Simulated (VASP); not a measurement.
# MgO (Fm-3m) in VASP: further runs

Runs on MgO. Level: PBE. Tasks: single point, relaxation of volume and atoms at fixed shape.

Everything below comes from runs of VASP 6.6.1. Logs are shortened: lines on timing, memory, paths and dates and some standing lists are left out, and cuts for length are marked.

## Step 1: The cell of the first run

The structure is cubic, space group Fm-3m (No. 225). Conventional cell: a = 4.254 Å, b = 4.254 Å, c = 4.254 Å, α = 90.00°, β = 90.00°, γ = 90.00°. Within 2.8 Å of Mg (site symmetry m-3m) lie 6 O at 2.13 Å. Within 2.8 Å of O (site symmetry m-3m) lie 6 Mg at 2.13 Å.

## Step 2: Single point, PBE

The input, INCAR:

```
ALGO = Normal
EDIFF = 1E-6
ENCUT = 520
GGA = PE
ISIF = 2
ISMEAR = 1
LASPH = T
LCHARG = F
LREAL = F
LWAVE = F
NBANDS = 26
NELM = 100
PREC = Accurate
SIGMA = 0.1
```

The input, KPOINTS:

```
k-points
0
Gamma
  8 8 8
```

The input, POSCAR:

```
MgO
1.0
    4.2536737007      0.0000000000      0.0000000000
    0.0000000000      4.2536737007      0.0000000000
    0.0000000000      0.0000000000      4.2536737007
Mg O
4 4
Direct
    0.0000000000      0.0000000000      0.0000000000
    0.0000000000      0.5000000000      0.5000000000
    0.5000000000      0.0000000000      0.5000000000
    0.5000000000      0.5000000000      0.0000000000
    0.5000000000      0.0000000000      0.0000000000
    0.5000000000      0.5000000000      0.5000000000
    0.0000000000      0.0000000000      0.5000000000
    0.0000000000      0.5000000000      0.0000000000
```

Potentials or basis: VASP PAW PBE potentials, release 64 (Mg, O).

The run is started by

```sh
> cat potpaw_PBE.64/Mg/POTCAR potpaw_PBE.64/O/POTCAR > POTCAR
> mpirun -np 1 vasp_std > vasp.out
```

OUTCAR:

```text
EDIFF = 1E-6
   ENCUT = 520
   GGA = PE
   ISIF = 2
   ISMEAR = 1
   LASPH = T
   LREAL = F
   NELM = 100
   PREC = Accurate

 ion  position               nearest neighbor table
   1  0.000  0.000  0.000-   5 2.13   7 2.13   8 2.13   7 2.13   8 2.13   5 2.13   2 3.01   3 3.01
                             2 3.01   2 3.01   4 3.01   3 3.01   2 3.01   3 3.01   4 3.01   4 3.01
   2  0.000  0.500  0.500-   6 2.13   7 2.13   8 2.13   8 2.13   7 2.13   6 2.13   1 3.01   4 3.01
                             1 3.01   1 3.01   3 3.01   3 3.01   1 3.01   3 3.01   4 3.01   4 3.01
   3  0.500  0.000  0.500-   5 2.13   6 2.13   7 2.13   5 2.13   6 2.13   7 2.13   1 3.01   4 3.01
                             1 3.01   2 3.01   4 3.01   2 3.01   4 3.01   1 3.01   2 3.01   4 3.01
   4  0.500  0.500  0.000-   5 2.13   6 2.13   8 2.13   6 2.13   5 2.13   8 2.13   2 3.01   3 3.01
                             1 3.01   1 3.01   3 3.01   2 3.01   3 3.01   1 3.01   2 3.01   3 3.01
   5  0.500  0.000  0.000-   1 2.13   3 2.13   4 2.13   3 2.13   4 2.13   1 2.13
   6  0.500  0.500  0.500-   2 2.13   3 2.13   4 2.13   4 2.13   3 2.13   2 2.13
   7  0.000  0.000  0.500-   1 2.13   2 2.13   3 2.13   1 2.13   2 2.13   3 2.13
   8  0.000  0.500  0.000-   1 2.13   2 2.13   4 2.13   2 2.13   1 2.13   4 2.13

  LATTYP: Found a simple cubic cell.
 ALAT       =     4.2536737007

  Lattice vectors:

 A1 = (   4.2536737007,   0.0000000000,   0.0000000000)
 A2 = (   0.0000000000,   4.2536737007,   0.0000000000)
 A3 = (   0.0000000000,   0.0000000000,   4.2536737007)

Analysis of symmetry for initial positions (statically):
=====================================================================
 Subroutine PRICEL returns following result:

  LATTYP: Found a face centered cubic cell.
 ALAT       =     4.2536737007

  Lattice vectors:

 A1 = (   2.1268368504,  -2.1268368504,   0.0000000000)
 A2 = (   2.1268368504,   0.0000000000,   2.1268368504)
 A3 = (   0.0000000000,  -2.1268368504,   2.1268368504)

   4 primitive cells build up your supercell.

 Routine SETGRP: Setting up the symmetry group for a
 simple cubic supercell.

 Subroutine GETGRP returns: Found 48 space group operations
 (whereof 48 operations were pure point group operations)
 out of a pool of 48 trial point group operations.

The static configuration has the point symmetry O_h .

Analysis of symmetry for dynamics (positions and initial velocities):
=====================================================================
 Subroutine PRICEL returns following result:

  LATTYP: Found a face centered cubic cell.
 ALAT       =     4.2536737007

  Lattice vectors:

 A1 = (   2.1268368504,  -2.1268368504,   0.0000000000)
 A2 = (   2.1268368504,   0.0000000000,   2.1268368504)
 A3 = (   0.0000000000,  -2.1268368504,   2.1268368504)

   4 primitive cells build up your supercell.

 Routine SETGRP: Setting up the symmetry group for a
 simple cubic supercell.

 Subroutine GETGRP returns: Found 48 space group operations
 (whereof 48 operations were pure point group operations)
 out of a pool of 48 trial point group operations.

The dynamic configuration has the point symmetry O_h .

 Subroutine INISYM returns: Found 48 space group operations
 (whereof 48 operations are pure point group operations),
 and found     4 'primitive' translations

----------------------------------------------------------------------------------------

                                     Primitive cell

  volume of cell :      19.2412

  direct lattice vectors                    reciprocal lattice vectors
     2.126836850 -2.126836850  0.000000000     0.235090905 -0.235090905 -0.235090905
     2.126836850  0.000000000  2.126836850     0.235090905  0.235090905  0.235090905
     0.000000000 -2.126836850  2.126836850    -0.235090905 -0.235090905  0.235090905

  length of vectors
     3.007801519  3.007801519  3.007801519     0.407189392  0.407189392  0.407189392

  position of ions in fractional coordinates (direct lattice)
     0.000000000  0.000000000  0.000000000
     0.500000000  0.500000000  0.500000000

  ion indices of the primitive-cell ions
   primitive index   ion index
                 1           1
                 2           5

----------------------------------------------------------------------------------------

 KPOINTS: k-points

Automatic generation of k-mesh.
 Grid dimensions read from file:
 generate k-points for:    8    8    8

 Generating k-lattice:

  Cartesian coordinates                     Fractional coordinates (reciprocal lattice)
     0.029386363  0.000000000  0.000000000     0.125000000  0.000000000  0.000000000
     0.000000000  0.029386363  0.000000000     0.000000000  0.125000000  0.000000000
     0.000000000  0.000000000  0.029386363     0.000000000  0.000000000  0.125000000

  Length of vectors
     0.029386363  0.029386363  0.029386363

  Shift w.r.t. Gamma in fractional coordinates (k-lattice)
     0.000000000  0.000000000  0.000000000

 Subroutine IBZKPT returns following result:
 ===========================================

 Found     35 irreducible k-points:

 Following reciprocal coordinates:
            Coordinates               Weight
  0.000000  0.000000  0.000000      1.000000
  0.125000  0.000000  0.000000      6.000000
  0.250000  0.000000  0.000000      6.000000
  0.375000  0.000000  0.000000      6.000000
  0.500000  0.000000  0.000000      3.000000
  0.125000  0.125000  0.000000     12.000000
[... 16 lines left out ...]
  0.375000  0.375000  0.125000     24.000000
  0.500000  0.375000  0.125000     24.000000
 [... further k-points ...]
   k-points           NKPTS =     35   k-points in BZ     NKDIM =     35   number of bands    NBANDS=     26
   number of dos      NEDOS =    301   number of ions     NIONS =      8
   total plane-waves  NPLWV =  32768
   dimension x,y,z NGX =    32 NGY =   32 NGZ =   32
   dimension x,y,z NGXF=    64 NGYF=   64 NGZF=   64
   ions per type =               4   4
   NGX,Y,Z   is equivalent  to a cutoff of  12.51, 12.51, 12.51 a.u.
   NGXF,Y,Z  is equivalent  to a cutoff of  25.01, 25.01, 25.01 a.u.
 SYSTEM =  unknown system
   PREC   = accura    normal or accurate (medium, high low for compatibility)
   ISTART =      0    job   : 0-new  1-cont  2-samecut
   ICHARG =      2    charge: 1-file 2-atom 10-const
   ISPIN  =      1    spin polarized calculation?
   LNONCOLLINEAR =      F non collinear calculations
   LSORBIT =      F    spin-orbit coupling
   LASPH  =      T    aspherical Exc in radial PAW
   ENCUT  =  520.0 eV  38.22 Ry    6.18 a.u.   7.91  7.91  7.91*2*pi/ulx,y,z
   NELM   =    100;   NELMIN=  2; NELMDL= -5     # of ELM steps
   EDIFF  = 0.1E-05   stopping-criterion for ELM
   LREAL  =      F    real-space projection
   EDIFFG = 0.1E-04   stopping-criterion for IOM
   NSW    =      0    number of steps for IOM
   IBRION =     -1    ionic relax: 0-MD 1-quasi-New 2-CG
   NFREE  =      0    steps in history (QN), initial steepest desc. (CG)
   ISIF   =      2    stress and relaxation
   ISYM   =      2    0-nonsym 1-usesym 2-fastsym
   POTIM  = 0.5000    time-step for ionic-motion
   TEBEG  =    0.0;   TEEND  =   0.0 temperature during run
   PSTRESS=    0.0 pullay stress
   NELECT =      32.0000    total number of electrons
   NUPDOWN=      -1.0000    fix difference up-down
   EMIN   =  10.00;   EMAX   =-10.00  energy-range for DOS
   EFERMI =   0.00;   METHOD = LEGACY
   ISMEAR =     1;   SIGMA  =   0.10  broadening in eV -4-tet -1-fermi 0-gaus
   EFERMI_NEDOS =   21; number of points for ismear=-14 and -15
   IALGO  =     38    algorithm
   IMIX   =      4    mixing-type and parameters
     AMIX     =   0.40;   BMIX     =  1.00
     AMIX_MAG =   1.60;   BMIX_MAG =  1.00
  volume/ion in A,a.u.               =       9.62        64.92
  Fermi-wavevector in a.u.,A,eV,Ry     =   1.221877  2.309012 20.313256  1.492982
  Thomas-Fermi vector in A             =   2.357043
   LORBIT       =      0    0 simple, 1 ext, 2 COOP (PROOUT), +10 PAW based schemes
   GGA     = PE    functional components
   LHFCALC =     F    Hartree Fock is set to
   AEXX    =    0.0000 exact exchange contribution
   IVDW    =     0    specifies the selected vdW correction
   LEPSILON=     F    determine dielectric tensor
   LRPA    =     F    only Hartree local field effects (RPA)
 non-spin polarized calculation
 Methfessel and Paxton  Order N= 1 SIGMA  =   0.10
  energy-cutoff  :      520.00
  volume of cell :       76.96
 maximum number of plane-waves:      2103
 NGX is ok and might be reduce to    32
   NGX = 15   NGY = 15   NGZ = 15

 number of electron      31.9999976 magnetization

 Free energy of the ion-electron system (eV)
  ---------------------------------------------------
  ext. energy  EPLUGINS =         0.00000000
  ---------------------------------------------------
  free energy    TOTEN  =       -47.64636211 eV

  energy without entropy =      -47.64744090  energy(sigma->0) =      -47.64672170

 E-fermi :   2.9944     XC(G=0): -10.9398

 val. band max:        2.9693365104   @ k =   0.0000   0.0000   0.0000
 cond. band min:       7.4138260096   @ k =   0.0000   0.0000   0.0000
 fundamental gap:      4.4444894992
 Fermi energy:         2.9944396860

 k-point     1 :       0.0000    0.0000    0.0000
  band No.  band energies     occupation
      1     -14.1456      2.00000
      2     -12.6867      2.00000
      3     -12.6867      2.00000
      4     -12.6867      2.00000
      5      -0.9949      2.00000
      6      -0.9949      2.00000
[... 18 lines left out ...]
     25      15.7577      0.00000
     26      15.7577      0.00000

 k-point     2 :       0.1250    0.0000    0.0000
  band No.  band energies     occupation
      1     -14.0929      2.00000
      2     -12.7446      2.00000
      3     -12.6795      2.00000
      4     -12.6795      2.00000
      5      -0.9206      2.00000
      6      -0.9206      2.00000
[... 18 lines left out ...]
     25      15.6805      0.00000
[... 608 lines left out ...]
     25      15.7561      0.00000
     26      16.5654      0.00000

 k-point    24 :       0.5000    0.3750    0.1250
  band No.  band energies     occupation
      1     -13.1397      2.00000
      2     -13.1397      2.00000
      3     -12.8539      2.00000
      4     -12.8539      2.00000
      5      -0.7196      2.00000
      6      -0.7196      2.00000
[... 18 lines left out ...]
     25      16.2142      0.00000
     26      16.2142      0.00000

 [... further k-points ...]

------------------------ aborting loop because EDIFF is reached ----------------------------------------

  FORCE on cell =-STRESS in cart. coord.  units (eV):
  Direction    XX          YY          ZZ          XY          YZ          ZX
  --------------------------------------------------------------------------------------
  -------------------------------------------------------------------------------------
  Total       -0.3599566     -0.3599566     -0.3599566     -0.0000000     -0.0000000      0.0000000
  in kB       -7.4932147     -7.4932147     -7.4932147     -0.0000000     -0.0000000      0.0000000
  external PRESSURE =      -7.4932147 kB  Pullay stress =       0.0000000 kB

 VOLUME and BASIS-vectors are now :
 -----------------------------------------------------------------------------
  energy-cutoff  :      520.00
  volume of cell :       76.96
      direct lattice vectors                 reciprocal lattice vectors
     4.253673701  0.000000000  0.000000000     0.235090905  0.000000000  0.000000000
     0.000000000  4.253673701  0.000000000     0.000000000  0.235090905  0.000000000
     0.000000000  0.000000000  4.253673701     0.000000000  0.000000000  0.235090905

 POSITION                                       TOTAL-FORCE (eV/Angst)
 -----------------------------------------------------------------------------------
      0.00000      0.00000      0.00000        -0.000000     -0.000000      0.000000
      0.00000      2.12684      2.12684        -0.000000     -0.000000     -0.000000
      2.12684      0.00000      2.12684         0.000000      0.000000     -0.000000
      2.12684      2.12684      0.00000        -0.000000     -0.000000      0.000000
      2.12684      0.00000      0.00000         0.000000     -0.000000      0.000000
      2.12684      2.12684      2.12684         0.000000      0.000000      0.000000
      0.00000      0.00000      2.12684        -0.000000      0.000000      0.000000
      0.00000      2.12684      0.00000         0.000000      0.000000     -0.000000
 -----------------------------------------------------------------------------------
    total drift:                                0.000000      0.000000     -0.000000

  FREE ENERGIE OF THE ION-ELECTRON SYSTEM (eV)
  ---------------------------------------------------
  free  energy   TOTEN  =       -47.6463621082 eV

  energy  without entropy=      -47.6474408957  energy(sigma->0) =      -47.64672170
```

Run time: 47 s. Hardware: 1 thread of Intel Xeon 8259CL, shared host; peak memory 0.2 GiB.

What came out:

* Free energy: -47.6464 eV
* Pressure: -0.7 GPa
* Band gap on the k mesh: 4.44 eV

A k mesh can miss the band edges.

## Step 3: Relaxation of volume and atoms at fixed shape, PBE

This run uses another cell than the first one, of 9.33 Å³/atom.

The input, INCAR:

```
SYSTEM = MgO
  ALGO = Normal
  EDIFF = 1E-7
  EDIFFG = -0.01
  ENCUT = 600
  GGA = PE
  IBRION = 2
  ISIF = 8
  ISMEAR = 1
  LASPH = .TRUE.
  LCHARG = .FALSE.
  LREAL = .FALSE.
  LWAVE = .FALSE.
  NELM = 80
  NSW = 80
  PREC = Accurate
  SIGMA = 0.1
```

The input, KPOINTS:

```
k-points
0
G
  8 8 8
  0 0 0
```

Edit POSCAR of step 2 so:

```diff
@@ -2,5 +2,5 @@
 1.0
-    4.2536737007      0.0000000000      0.0000000000
-    0.0000000000      4.2536737007      0.0000000000
-    0.0000000000      0.0000000000      4.2536737007
+    4.2100000000      0.0000000000      0.0000000000
+    0.0000000000      4.2100000000      0.0000000000
+    0.0000000000      0.0000000000      4.2100000000
 Mg O
```

Potentials or basis: VASP PAW PBE potentials, release 64 (Mg, O).

The run is started by

```sh
> cat potpaw_PBE.64/Mg/POTCAR potpaw_PBE.64/O/POTCAR > POTCAR
> mpirun -np 1 vasp_std > vasp.out
```

OUTCAR:

```text
SYSTEM = MgO
   EDIFF = 1E-7
   EDIFFG = -0.01
   ENCUT = 600
   GGA = PE
   IBRION = 2
   ISIF = 8
   ISMEAR = 1
   LASPH = .TRUE.
   LREAL = .FALSE.
   NELM = 80
   NSW = 80
   PREC = Accurate

 ion  position               nearest neighbor table
   1  0.000  0.000  0.000-   5 2.10   7 2.10   8 2.10   7 2.10   8 2.10   5 2.10   2 2.98   3 2.98
                             2 2.98   2 2.98   4 2.98   3 2.98   2 2.98   3 2.98   4 2.98   4 2.98
   2  0.000  0.500  0.500-   6 2.10   7 2.10   8 2.10   8 2.10   7 2.10   6 2.10   1 2.98   4 2.98
                             1 2.98   1 2.98   3 2.98   3 2.98   1 2.98   3 2.98   4 2.98   4 2.98
   3  0.500  0.000  0.500-   5 2.10   6 2.10   7 2.10   5 2.10   6 2.10   7 2.10   1 2.98   4 2.98
                             1 2.98   2 2.98   4 2.98   2 2.98   4 2.98   1 2.98   2 2.98   4 2.98
   4  0.500  0.500  0.000-   5 2.10   6 2.10   8 2.10   6 2.10   5 2.10   8 2.10   2 2.98   3 2.98
                             1 2.98   1 2.98   3 2.98   2 2.98   3 2.98   1 2.98   2 2.98   3 2.98
   5  0.500  0.000  0.000-   1 2.10   3 2.10   4 2.10   3 2.10   4 2.10   1 2.10
[... 306 lines left out ...]
 cond. band min:       7.5168128489   @ k =   0.0000   0.0000   0.0000
 fundamental gap:      4.5042900227
 Fermi energy:         3.0375290363

 k-point     1 :       0.0000    0.0000    0.0000
  band No.  band energies     occupation
      1     -14.1325      2.00000
      2     -12.6570      2.00000
      3     -12.6570      2.00000
      4     -12.6570      2.00000
      5      -0.9764      2.00000
      6      -0.9764      2.00000
[... 565 lines left out ...]
     20      12.5493      0.00000
     21      14.7246      0.00000

 [... further k-points ...]

------------------------ aborting loop because EDIFF is reached ----------------------------------------

  FORCE on cell =-STRESS in cart. coord.  units (eV):
  Direction    XX          YY          ZZ          XY          YZ          ZX
  --------------------------------------------------------------------------------------
  -------------------------------------------------------------------------------------
  Total        0.0027818      0.0027818      0.0027818     -0.0000000     -0.0000000     -0.0000000
  in kB        0.0582699      0.0582699      0.0582699     -0.0000000     -0.0000000     -0.0000000
  external PRESSURE =       0.0582699 kB  Pullay stress =       0.0000000 kB
[... 23 lines left out ...]
  FREE ENERGIE OF THE ION-ELECTRON SYSTEM (eV)
  ---------------------------------------------------
  free  energy   TOTEN  =       -47.6550941579 eV

  energy  without entropy=      -47.6561544171  energy(sigma->0) =      -47.65544758

 reached required accuracy - stopping structural energy minimisation
```

It took 2.4 min on 1 thread of Intel Xeon 8259CL, shared host; peak memory 0.24 GiB.

What came out:

| Property | Result |
| --- | --- |
| Free energy | -47.6551 eV |
| Relaxed volume | 9.56 Å³/atom |
| Relaxed cell | a = 4.245 Å, b = 4.245 Å, c = 4.245 Å, α = 90.00°, β = 90.00°, γ = 90.00° |
| Space group after relaxing (to 0.1 Å) | Fm-3m (No. 225) |
| Energy gained by relaxing | 2.8 meV/atom |
| Ionic steps | 3 |
| Pressure after relaxing | 0.0 GPa |
| Band gap on the k mesh | 4.50 eV |

Step by step:
```tsv
step	energy change (eV)	largest force (eV/Å)	pressure (GPa)	volume (Å³)
1	0.0000	0.0000	3.96	74.62
2	-0.0201	0.0000	-1.25	77.14
3	-0.0226	0.0000	0.01	76.49
```

Final structure:
```
Mg O
1.0
     4.24488    0.00000    0.00000
     0.00000    4.24488    0.00000
     0.00000    0.00000    4.24488
Mg O
4 4
Direct
  0.00000 0.00000 0.00000
  0.00000 0.50000 0.50000
  0.50000 0.00000 0.50000
  0.50000 0.50000 0.00000
  0.50000 0.00000 0.00000
  0.50000 0.50000 0.50000
  0.00000 0.00000 0.50000
  0.00000 0.50000 0.00000
```

A k mesh can miss the band edges.
